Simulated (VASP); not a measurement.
A run of VASP 6.6.1 is set up as follows.

INCAR

```
PREC = Accurate ; ENCUT = 500
EDIFF = 1E-6 ; ISMEAR = -1
SIGMA = 0.01 ; LREAL = F
LASPH = T ; NELM = 200
ALGO = Normal ; ISIF = 2
LWAVE = F ; LCHARG = F
LNONCOLLINEAR = T ; MAGMOM = 0 0 0 0 0 0 0 0 0 0 0 0
LORBIT = 11 ; LSORBIT = T
GGA_COMPAT = F ; LORBMOM = T
GGA = PS ; NBANDS = 50
```

The input KPOINTS:

```
regular mesh
0
Gamma
  6 6 4
```

File POSCAR:

```
CdSe
1.0
    4.2795961547      0.0000000000      0.0000000000
   -2.1397980773      3.7062389879      0.0000000000
    0.0000000000      0.0000000000      7.0541121766
Cd Se
2 2
Direct
    0.3333333333      0.6666666667      0.0057512411
    0.6666666667      0.3333333333      0.5057512411
    0.3333333333      0.6666666667      0.3792487589
    0.6666666667      0.3333333333      0.8792487589
```

Potentials or basis: VASP PAW PBE potentials, release 64 (Cd, Se).

Run with:

```bash
$ cat potpaw_PBE.64/Cd/POTCAR potpaw_PBE.64/Se/POTCAR > POTCAR
$ mpirun -np 1 vasp_ncl > vasp.out
```

Q: Estimate the net moment.

A: 0.00 μB per cell.

Q: Estimate the pressure.

A: 0.6 GPa.

Forces in eV/Å, atoms in the order of the input:
```
Cd   0.000  0.000  0.002
Cd   0.000  0.000  0.002
Se   0.000  0.000 -0.002
Se   0.000  0.000 -0.002
```

Caveat: the cell differs from its parent crystal (film at in-plane strain -0.005); the PAW data sets were made with another functional, which shifts forces and pressure a little.
